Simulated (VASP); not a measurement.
**Ni: single point with LDA**

Crystal: Ni.

```
CELL_PARAMETERS angstrom
0.00000 2.76743 0.00000
0.00000 0.00000 2.76743
2.76743 0.00000 0.00000
ATOMIC_POSITIONS crystal
Ni 0.00000 0.00000 0.00000
Ni 0.50000 0.50000 0.50000
```

| Property | Result |
| --- | --- |
| Program | VASP 6.6.1 |
| Task | single point |
| Functional | LDA |
| Potentials or basis | VASP PAW LDA potentials, release 64 (Ni) |
| Cutoff | 520 eV |
| k mesh | 11 × 11 × 11 |
| Occupations | fermi-dirac, width 0.01 eV |
| Spin | no spin polarisation |

```
Pressure               : -12.1 GPa
Band gap on the k mesh : zero (band 10 reaches 9.60 eV, above the bottom of band 11 at 9.04 eV)
```

Levels at points of the mesh, in eV from the Fermi level:
```tsv
k point	band 6	band 7	band 8	band 9	band 10	band 11	band 12	band 13	band 14	band 15
(0.00, 0.00, 0.00)	-1.98	-0.55	-0.55	0.18	0.18	0.18	9.99	9.99	9.99	16.19
```

It took 9.1 s on 1 thread of Intel(R) Xeon(R) Platinum 8488C (Sapphire Rapids) (shared host), peak memory 0.13 GiB.

Caveat: the run has no spin polarisation, though such a crystal can be magnetic. Spin polarisation is off, so any magnetic state and its effect on volume and gap are missing.
